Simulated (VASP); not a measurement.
Here is a VASP 6.6.1 calculation.

The input INCAR:

```
PREC     = Accurate       # precision mode
ENCUT    = 520            # plane-wave cutoff, eV
EDIFF    = 1E-7           # SCF threshold, eV
ISMEAR   = -1             # smearing method
SIGMA    = 0.1            # smearing width, eV
LREAL    = False          # projectors in reciprocal space
LASPH    = True           # aspherical terms in the spheres
NELM     = 150            # most SCF steps
ALGO     = Normal         # electronic algorithm
ISIF     = 2              # what is computed and relaxed
LWAVE    = False          # write WAVECAR
LCHARG   = False          # write CHGCAR
ISPIN    = 2              # spin polarisation
MAGMOM   = 2.8 2.8 2.8 0  # initial moments
LORBIT   = 11             # projections on sites
LMAXMIX  = 4              # l up to which the mixer works
GGA      = PS             # functional
NBANDS   = 34             # bands
```

Contents of KPOINTS:

```
Automatic mesh
0
Gamma
  6 6 6
```

File POSCAR:

```
Mn3Si
1.0
    0.0000000000      2.7804389430      2.7804389430
    2.7804389430      0.0000000000      2.7804389430
    2.7804389430      2.7804389430      0.0000000000
Mn Si
3 1
Direct
    0.5000000000      0.5000000000      0.5000000000
    0.2500000000      0.2500000000      0.2500000000
    0.7500000000      0.7500000000      0.7500000000
    0.0000000000      0.0000000000      0.0000000000
```

Potentials or basis: VASP PAW PBE potentials, release 64 (Mn_pv, Si).

Command:

```sh
$ cat potpaw_PBE.64/Mn_pv/POTCAR potpaw_PBE.64/Si/POTCAR > POTCAR
$ mpirun -np 1 vasp_std > vasp.out
```

(1) Predict the site moments.

(2) What does it give for the pressure?

(3) What does it give for the net moment?

## Answers

(1) Mn +2.14, -0.51; Si +0.03 μB.

(2) 0.2 GPa.

(3) 1.18 μB per cell.

Caveat: the PAW data sets were made with another functional, which shifts forces and pressure a little.
